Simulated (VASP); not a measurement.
A run of VASP 6.6.1 is set up as follows.

Contents of INCAR:

```
SYSTEM = TeRu
PREC = Accurate
ENCUT = 520
EDIFF = 1E-6
ISMEAR = 0
SIGMA = 0.05
LREAL = .FALSE.
LASPH = .TRUE.
NELM = 150
ALGO = Normal
ISIF = 2
LWAVE = .FALSE.
LCHARG = .FALSE.
ISPIN = 2
MAGMOM = 4 4 0 0
LORBIT = 11
LMAXMIX = 4
LDAU = .TRUE.
LDAUTYPE = 2
LDAUL = 2 -1
LDAUU = 7 0
LDAUJ = 0 0
LDAUPRINT = 1
GGA = PS
NBANDS = 32
```

File KPOINTS:

```
Automatic mesh
0
G
  4 4 4
  0 0 0
```

POSCAR

```
TeRu
1.0
    4.5788006000      0.0000000000      0.0000000000
    0.0000000000      4.5788006000      0.0000000000
    0.0000000000      0.0000000000      5.7006174700
Ru Te
2 2
Direct
    0.0000000000      0.5000000000      0.0000000000
    0.5000000000      0.0000000000      0.5000000000
    0.0000000000      0.0000000000      0.2500000000
    0.0000000000      0.0000000000      0.7500000000
```

Potentials or basis: VASP PAW PBE potentials, release 64 (Ru_pv, Te).

Run with:

```sh
$ cat potpaw_PBE.64/Ru_pv/POTCAR potpaw_PBE.64/Te/POTCAR > POTCAR
$ mpirun -np 1 vasp_std > vasp.out
```

Question: What does it give for the net moment?

Answer: 5.27 μB per cell.

Question: What does it give for the pressure?

Answer: 7.9 GPa.

Question: What does it give for the site moments?

Answer: Ru +2.42; Te -0.06 μB.

Stress tensor (GPa, compression positive):
```
 2.90  0.00  0.00
 0.00  2.90  0.00
 0.00  0.00 18.01
```

Caveat: the stress differs along the axes, from 3 to 18 GPa; the PAW data sets were made with another functional, which shifts forces and pressure a little; the U is typed as a test and isn't derived for this compound. The state reached can hang on the start; a lower one may exist.
